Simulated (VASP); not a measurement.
# MgI2 in VASP: notebook

MgI2 is run at these levels: PBEsol; tasks: electric field gradients.

Everything below comes from runs of VASP 6.6.1. Logs are shortened: lines on timing, memory, paths and dates and some standing lists are left out, and cuts for length are marked.

### 1 The cell of the first run

The structure is trigonal, space group P-3m1 (No. 164). Conventional cell: a = 4.154 Å, b = 4.154 Å, c = 6.725 Å, α = 90.00°, β = 90.00°, γ = 120.00°. Within 3.8 Å of Mg (site symmetry -3m) lie 6 I at 2.90 Å. Within 3.8 Å of I (site symmetry 3m) lie 3 Mg at 2.90 Å.

### 2 Electric field gradients, PBEsol (zz strain of -2 %)

The input, INCAR:

```
SYSTEM = MgI2
PREC     = Accurate       ! precision mode
ENCUT    = 520            ! plane-wave cutoff, eV
EDIFF    = 1E-8           ! SCF threshold, eV
ISMEAR   = -1             ! smearing method
SIGMA    = 0.03           ! smearing width, eV
LREAL    = .False.        ! projectors in reciprocal space
LASPH    = .True.         ! aspherical terms in the spheres
NELM     = 60             ! most SCF steps
ALGO     = Normal         ! electronic algorithm
ISIF     = 2              ! what is computed and relaxed
LWAVE    = .False.        ! write WAVECAR
LCHARG   = .False.        ! write CHGCAR
GGA      = PS             ! functional
LEFG     = .True.       
NBANDS   = 15             ! bands
```

The input, KPOINTS:

```
Automatic mesh
0
Gamma
  7 7 4
  0 0 0
```

The input, POSCAR:

```
MgI2
1.0
    4.1537001214      0.0000000000      0.0000000000
   -2.0768500607      3.5972098248      0.0000000000
    0.0000000000      0.0000000000      6.7247600000
Mg I
1 2
Direct
    0.0000000000      0.0000000000      0.0000000000
    0.3333333333      0.6666666667      0.7576300000
    0.6666666667      0.3333333333      0.2423700000
```

Potentials or basis: VASP PAW PBE potentials, release 64 (Mg, I).

On the command line:

```bash
cat potpaw_PBE.64/Mg/POTCAR potpaw_PBE.64/I/POTCAR > POTCAR
mpirun -np 1 vasp_std > vasp.out
```

OUTCAR:

```text
SYSTEM = MgI2
   PREC = Accurate
   ENCUT = 520
   EDIFF = 1E-8
   ISMEAR = -1
   LREAL = .False.
   LASPH = .True.
   NELM = 60
   ISIF = 2
   GGA = PS

 ion  position               nearest neighbor table
   1  0.000  0.000  0.000-   2 2.90   3 2.90   2 2.90   3 2.90   3 2.90   2 2.90
   2  0.333  0.667  0.758-   1 2.90   1 2.90   1 2.90
   3  0.667  0.333  0.242-   1 2.90   1 2.90   1 2.90

  LATTYP: Found a hexagonal cell.
 ALAT       =     4.1537001214
 C/A-ratio  =     1.6189806205

  Lattice vectors:

 A1 = (   4.1537001214,   0.0000000000,   0.0000000000)
 A2 = (  -2.0768500607,   3.5972098248,   0.0000000000)
 A3 = (   0.0000000000,   0.0000000000,   6.7247600000)

Analysis of symmetry for initial positions (statically):
=====================================================================
 Subroutine PRICEL returns:
 Original cell was already a primitive cell.

 Routine SETGRP: Setting up the symmetry group for a
 hexagonal supercell.

 Subroutine GETGRP returns: Found 12 space group operations
 (whereof 12 operations were pure point group operations)
 out of a pool of 24 trial point group operations.
[... 9 lines left out ...]
 hexagonal supercell.

 Subroutine GETGRP returns: Found 12 space group operations
 (whereof 12 operations were pure point group operations)
 out of a pool of 24 trial point group operations.

The dynamic configuration has the point symmetry D_3d.

 Subroutine INISYM returns: Found 12 space group operations
 (whereof 12 operations are pure point group operations),
 and found     1 'primitive' translations

----------------------------------------------------------------------------------------

                                     Primitive cell

  volume of cell :     100.4796

  direct lattice vectors                    reciprocal lattice vectors
     4.153700121  0.000000000  0.000000000     0.240749205  0.138996618  0.000000000
    -2.076850061  3.597209825  0.000000000     0.000000000  0.277993236  0.000000000
     0.000000000  0.000000000  6.724760000     0.000000000  0.000000000  0.148704192

  length of vectors
     4.153700121  4.153700121  6.724760000     0.277993236  0.277993236  0.148704192

  position of ions in fractional coordinates (direct lattice)
     0.000000000  0.000000000  0.000000000
     0.333333333  0.666666667  0.757630000
     0.666666667  0.333333333  0.242370000

  ion indices of the primitive-cell ions
   primitive index   ion index
                 1           1
                 2           2
                 3           3

----------------------------------------------------------------------------------------

 KPOINTS: Automatic mesh

Automatic generation of k-mesh.
 Grid dimensions read from file:
 generate k-points for:    7    7    4

 Generating k-lattice:

  Cartesian coordinates                     Fractional coordinates (reciprocal lattice)
     0.034392744  0.019856660  0.000000000     0.142857143  0.000000000  0.000000000
     0.000000000  0.039713319  0.000000000     0.000000000  0.142857143  0.000000000
     0.000000000  0.000000000  0.037176048     0.000000000  0.000000000  0.250000000

  Length of vectors
     0.039713319  0.039713319  0.037176048

  Shift w.r.t. Gamma in fractional coordinates (k-lattice)
     0.000000000  0.000000000  0.000000000

 Subroutine IBZKPT returns following result:
 ===========================================

 Found     28 irreducible k-points:

 Following reciprocal coordinates:
            Coordinates               Weight
  0.000000  0.000000  0.000000      1.000000
  0.142857 -0.000000  0.000000      6.000000
  0.285714  0.000000  0.000000      6.000000
  0.428571  0.000000  0.000000      6.000000
  0.142857  0.142857  0.000000      6.000000
  0.285714  0.142857  0.000000     12.000000
[... 16 lines left out ...]
  0.285714  0.000000  0.500000      6.000000
  0.428571  0.000000  0.500000      6.000000
 [... further k-points ...]
   k-points           NKPTS =     28   k-points in BZ     NKDIM =     28   number of bands    NBANDS=     15
   number of dos      NEDOS =    301   number of ions     NIONS =      3
   total plane-waves  NPLWV =  51200
   dimension x,y,z NGX =    32 NGY =   32 NGZ =   50
   dimension x,y,z NGXF=    64 NGYF=   64 NGZF=  100
   ions per type =               1   2
   NGX,Y,Z   is equivalent  to a cutoff of  12.81, 12.81, 12.36 a.u.
   NGXF,Y,Z  is equivalent  to a cutoff of  25.62, 25.62, 24.72 a.u.
 SYSTEM =  MgI2
   PREC   = accura    normal or accurate (medium, high low for compatibility)
   ISTART =      0    job   : 0-new  1-cont  2-samecut
   ICHARG =      2    charge: 1-file 2-atom 10-const
   ISPIN  =      1    spin polarized calculation?
   LNONCOLLINEAR =      F non collinear calculations
   LSORBIT =      F    spin-orbit coupling
   LASPH  =      T    aspherical Exc in radial PAW
   ENCUT  =  520.0 eV  38.22 Ry    6.18 a.u.   7.72  7.72 12.50*2*pi/ulx,y,z
   NELM   =     60;   NELMIN=  2; NELMDL= -5     # of ELM steps
   EDIFF  = 0.1E-07   stopping-criterion for ELM
   LREAL  =      F    real-space projection
   EDIFFG = 0.1E-06   stopping-criterion for IOM
   NSW    =      0    number of steps for IOM
   IBRION =     -1    ionic relax: 0-MD 1-quasi-New 2-CG
   NFREE  =      0    steps in history (QN), initial steepest desc. (CG)
   ISIF   =      2    stress and relaxation
   ISYM   =      2    0-nonsym 1-usesym 2-fastsym
   POTIM  = 0.5000    time-step for ionic-motion
   TEBEG  =    0.0;   TEEND  =   0.0 temperature during run
   PSTRESS=    0.0 pullay stress
   NELECT =      16.0000    total number of electrons
   NUPDOWN=      -1.0000    fix difference up-down
   EMIN   =  10.00;   EMAX   =-10.00  energy-range for DOS
   EFERMI =   0.00;   METHOD = LEGACY
   ISMEAR =    -1;   SIGMA  =   0.03  broadening in eV -4-tet -1-fermi 0-gaus
   EFERMI_NEDOS =   21; number of points for ismear=-14 and -15
   IALGO  =     38    algorithm
   IMIX   =      4    mixing-type and parameters
     AMIX     =   0.40;   BMIX     =  1.00
     AMIX_MAG =   1.60;   BMIX_MAG =  1.00
  volume/ion in A,a.u.               =      33.49       226.02
  Fermi-wavevector in a.u.,A,eV,Ry     =   0.887338  1.676825 10.712794  0.787368
  Thomas-Fermi vector in A             =   2.008623
   LORBIT       =      0    0 simple, 1 ext, 2 COOP (PROOUT), +10 PAW based schemes
   GGA     = PS    functional components
   LHFCALC =     F    Hartree Fock is set to
   AEXX    =    0.0000 exact exchange contribution
   IVDW    =     0    specifies the selected vdW correction
   LEPSILON=     F    determine dielectric tensor
   LRPA    =     F    only Hartree local field effects (RPA)
 non-spin polarized calculation
  energy-cutoff  :      520.00
  volume of cell :      100.48
 maximum number of plane-waves:      2731
 NGX is ok and might be reduce to    32
   NGX = 15   NGY = 15   NGZ = 25

 number of electron      16.0000001 magnetization

 Free energy of the ion-electron system (eV)
  ---------------------------------------------------
  ext. energy  EPLUGINS =         0.00000000
  ---------------------------------------------------
  free energy    TOTEN  =        -8.41332691 eV

  energy without entropy =       -8.41332691  energy(sigma->0) =       -8.41332691

 E-fermi :   3.1324     XC(G=0):  -8.4614

 val. band max:        2.5224743562   @ k =   0.0000   0.0000   0.0000
 cond. band min:       5.8850510391   @ k =   0.4286   0.0000   0.2500
 fundamental gap:      3.3625766829
 Fermi energy:         3.1324073131

 k-point     1 :       0.0000    0.0000    0.0000
  band No.  band energies     occupation
      1      -9.7968      2.00000
      2      -9.0007      2.00000
      3      -1.2343      2.00000
      4       1.8564      2.00000
      5       1.8564      2.00000
      6       2.2873      2.00000
      7       2.2873      2.00000
      8       2.5225      2.00000
      9       6.0396      0.00000
     10       6.9748      0.00000
     11       8.9892      0.00000
     12       8.9892      0.00000
     13       9.9235      0.00000
     14      10.4449      0.00000
     15      10.4449      0.00000

 k-point     2 :       0.1429   -0.0000    0.0000
  band No.  band energies     occupation
      1      -9.6886      2.00000
      2      -8.9493      2.00000
      3      -1.0859      2.00000
      4       1.0648      2.00000
      5       1.5986      2.00000
      6       1.6026      2.00000
      7       2.2625      2.00000
      8       2.4331      2.00000
      9       6.8267      0.00000
     10       7.6116      0.00000
     11       8.4185      0.00000
     12       9.3025      0.00000
     13       9.6872      0.00000
     14      10.3763      0.00000
     15      10.7297      0.00000

 k-point     3 :       0.2857    0.0000    0.0000
  band No.  band energies     occupation
      1      -9.4098      2.00000
      2      -8.8450      2.00000
      3      -0.8007      2.00000
      4      -0.1328      2.00000
      5       0.5868      2.00000
      6       1.1917      2.00000
      7       2.1027      2.00000
      8       2.1112      2.00000
      9       6.6280      0.00000
     10       7.8289      0.00000
     11       8.5265      0.00000
     12       9.4963      0.00000
     13       9.8194      0.00000
     14      10.5337      0.00000
     15      11.3613      0.00000
[... 343 lines left out ...]
 k-point    23 :       0.2857    0.0000    0.5000
  band No.  band energies     occupation
      1      -9.2756      2.00000
      2      -9.0047      2.00000
      3      -0.7333      2.00000
      4      -0.2092      2.00000
      5       1.2259      2.00000
      6       1.3689      2.00000
      7       1.4973      2.00000
      8       1.8604      2.00000
      9       6.4977      0.00000
     10       7.8036      0.00000
     11       8.7664      0.00000
     12       9.3607      0.00000
     13       9.9273      0.00000
     14      10.9650      0.00000
     15      11.2818      0.00000

 k-point    24 :       0.4286    0.0000    0.5000
  band No.  band energies     occupation
      1      -9.0298      2.00000
      2      -8.8909      2.00000
      3      -1.3296      2.00000
      4      -0.8416      2.00000
      5       1.1228      2.00000
      6       1.2695      2.00000
      7       1.5942      2.00000
      8       1.6761      2.00000
      9       5.9962      0.00000
     10       7.5184      0.00000
     11       8.1886      0.00000
     12       8.5406      0.00000
     13      10.1710      0.00000
     14      12.2931      0.00000
     15      12.5324      0.00000

 [... further k-points ...]
[... 5 lines left out ...]
  --------------------------------------------------------------------------------------
  -------------------------------------------------------------------------------------
  Total        0.0529822      0.0529822      0.6476850      0.0000000      0.0000000      0.0000000
  in kB        0.8448181      0.8448181     10.3275357      0.0000000      0.0000000      0.0000000
  external PRESSURE =       4.0057240 kB  Pullay stress =       0.0000000 kB

 VOLUME and BASIS-vectors are now :
 -----------------------------------------------------------------------------
  energy-cutoff  :      520.00
  volume of cell :      100.48
      direct lattice vectors                 reciprocal lattice vectors
     4.153700121  0.000000000  0.000000000     0.240749205  0.138996618  0.000000000
    -2.076850061  3.597209825  0.000000000     0.000000000  0.277993236  0.000000000
     0.000000000  0.000000000  6.724760000     0.000000000  0.000000000  0.148704192

 POSITION                                       TOTAL-FORCE (eV/Angst)
 -----------------------------------------------------------------------------------
      0.00000      0.00000      0.00000        -0.000000      0.000000      0.000000
     -0.00000      2.39814      5.09488         0.000000     -0.000000     -0.111107
      2.07685      1.19907      1.62988        -0.000000      0.000000      0.111107
 -----------------------------------------------------------------------------------
    total drift:                               -0.000000      0.000000     -0.000000

  FREE ENERGIE OF THE ION-ELECTRON SYSTEM (eV)
  ---------------------------------------------------
  free  energy   TOTEN  =        -8.4133269058 eV

  energy  without entropy=       -8.4133269057  energy(sigma->0) =       -8.41332691

 Electric field gradients (V/A^2)
---------------------------------------------------------------------
 ion       V_xx      V_yy      V_zz      V_xy      V_xz      V_yz
---------------------------------------------------------------------
   1      -0.339    -0.339     0.678    -0.000     0.000    -0.000
   2      33.384    33.383   -66.767    -0.000    -0.000     0.000
   3      33.384    33.383   -66.767    -0.000    -0.000     0.000
---------------------------------------------------------------------

 Electric field gradients after diagonalization (V/A^2)
 (convention: |V_zz| > |V_xx| > |V_yy|)
----------------------------------------------------------------------
 ion       V_xx      V_yy      V_zz     asymmetry (V_yy - V_xx)/ V_zz
----------------------------------------------------------------------
   1      -0.339    -0.339     0.678       0.000
   2      33.384    33.383   -66.767       0.000
   3      33.384    33.383   -66.767       0.000
----------------------------------------------------------------------

           NMR quadrupolar parameters

 Cq : quadrupolar parameter    Cq=e*Q*V_zz/h
 eta: asymmetry parameters     (V_yy - V_xx)/ V_zz
 Q  : nuclear electric quadrupole moment in mb (millibarn)
----------------------------------------------------------------------
 ion       Cq(MHz)       eta       Q (mb)
----------------------------------------------------------------------
   1       0.002       0.000       1.000
   2      -0.161       0.000       1.000
   3      -0.161       0.000       1.000
----------------------------------------------------------------------
```

Wall time 28 s (1 thread of Intel Xeon 6975P-C (Granite Rapids), shared host); peak memory 0.23 GiB.

Results:

- Free energy: -8.4133 eV
- Pressure: 0.4 GPa
- Largest force: 0.111 eV/Å
- Band gap on the k mesh: 3.36 eV, indirect (least direct gap 3.52 eV)

Forces in eV/Å, atoms in the order of the input:
```
Mg   0.000  0.000  0.000
I    0.000  0.000 -0.111
I    0.000  0.000  0.111
```

Electric field gradients, principal values (V/Å²):
```tsv
atom	least	middle	greatest (by size)
1 Mg	-0.339	-0.339	0.678
2 I	33.383	33.384	-66.767
3 I	33.383	33.384	-66.767
```

Caveat: the cell differs from its parent crystal (zz strain of -2 %); without QUAD_EFG the Cq values of the log hold for a quadrupole moment of 1 mb, not for the nuclei; the PAW data sets were made with another functional, which shifts forces and pressure a little; spin-orbit coupling is left out, which moves the levels of the heavy elements; this functional lacks dispersion, which binds the layers, so the pressure and a relaxed spacing across them are unreliable.

[end of part 1 of 2]
